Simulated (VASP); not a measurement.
Input of a VASP 6.6.1 run:

File INCAR:

```
SYSTEM = Ta
PREC = Accurate
ENCUT = 520
EDIFF = 1E-7
ISMEAR = 0
SIGMA = 0.15
LREAL = .False.
LASPH = .True.
NELM = 80
ALGO = Fast
ISIF = 2
LWAVE = .False.
LCHARG = .False.
GGA = PE
NBANDS = 12
```

Contents of KPOINTS:

```
Automatic mesh
0
Gamma
  20 20 20
  0 0 0
```

Contents of POSCAR:

```
Ta
1.0
   -1.6368313000      1.6512800000      1.6368313000
    1.6657287000     -1.6512800000      1.6657287000
    1.6368313000      1.6512800000     -1.6368313000
Ta
1
Direct
    0.0000000000      0.0000000000      0.0000000000
```

Potentials or basis: VASP PAW PBE potentials, release 64 (Ta_pv).

Command:

```console
$ cat potpaw_PBE.64/Ta_pv/POTCAR > POTCAR
$ mpirun -np 1 vasp_std > vasp.out
```

(1) What does it give for the pressure?

Results:

(1) 3.3 GPa.

Caveat: the cell differs from its parent crystal (strain +0.0175 x Voigt [0, 0, 0, 0, 1, 0]).
